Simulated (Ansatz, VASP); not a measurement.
One calculation of CuAu, two programs

```xyz
2
Lattice="2.8294 0.0000 0.0000 0.0000 2.8294 0.0000 0.0000 0.0000 3.7094" Properties=species:S:1:pos:R:3 pbc="T T T"
Au    0.0000    0.0000    0.0000
Cu    1.4147    1.4147    1.8547
```

Change from the starting cell: volume scaled by 1.02.

Alike in both runs: task single point; functional PBEsol; k mesh 9 × 9 × 7; occupations fermi-dirac, width 0.05 eV; no spin polarisation.

|  | VASP | Ansatz |
| --- | --- | --- |
| version | VASP 6.6.1 | Ansatz 0.2.0 |
| potentials or method | VASP PAW PBE potentials, release 64 (Au, Cu), cutoff 520 eV | all-electron LAPW, scalar-relativistic |

VASP gave:

```
gap on the k mesh at the Fermi level (eV)                     : none
pressure (GPa)                                                : -6.7
traceless stress, the component that is largest in VASP (GPa) : -0.01
```

Q: What did Ansatz give for the same quantities?

A: gap on the k mesh at the Fermi level (eV): none; pressure (GPa): -6.8; traceless stress, the component that is largest in VASP (GPa): -0.07.

VASP's potentials were made for PBE, not for PBEsol. A gap of «none» marks a metal or a gap that the smearing closes. Ansatz ran all-electron here, and VASP with PAW potentials.

Neither program's run includes spin-orbit coupling.
